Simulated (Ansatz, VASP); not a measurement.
**Be4Si in VASP and in Ansatz**

```
Be Si
1.0
     3.59279    0.00000    0.00000
     0.00000    3.59279    0.00000
     0.00000    0.00000    7.51831
Be Si
8 2
Cartesian
  0.0000 0.0000 0.0000
  1.7964 1.7964 0.0000
  0.0000 1.7964 3.6163
  1.7964 0.0000 3.9020
  0.0000 0.0000 2.2856
  1.7964 1.7964 2.2856
  1.7964 1.7964 5.2327
  0.0000 0.0000 5.2327
  0.0000 1.7964 1.2706
  1.7964 0.0000 6.2477
```

Alike in both runs: task single point; functional r2SCAN; k mesh 9 × 9 × 5; no spin polarisation.

|  | VASP | Ansatz |
| --- | --- | --- |
| version | VASP 6.6.1 | Ansatz 0.2.0 |
| potentials or method | VASP PAW PBE potentials, release 64 (Be, Si), cutoff 520 eV | PAW plane waves |
| occupations | fermi-dirac, width 0.1 eV | fermi-dirac |
| valence electrons in the cell | 24 | 24 |

|  | VASP | Ansatz | Ansatz less VASP |
| --- | --- | --- | --- |
| pressure (GPa) | 13.7 | 13.5 | -0.16 |
| rms of the force components (eV/Å) | 0.972 | 0.969 | -0.0038 |

VASP's potentials were made for PBE, not for r2SCAN.
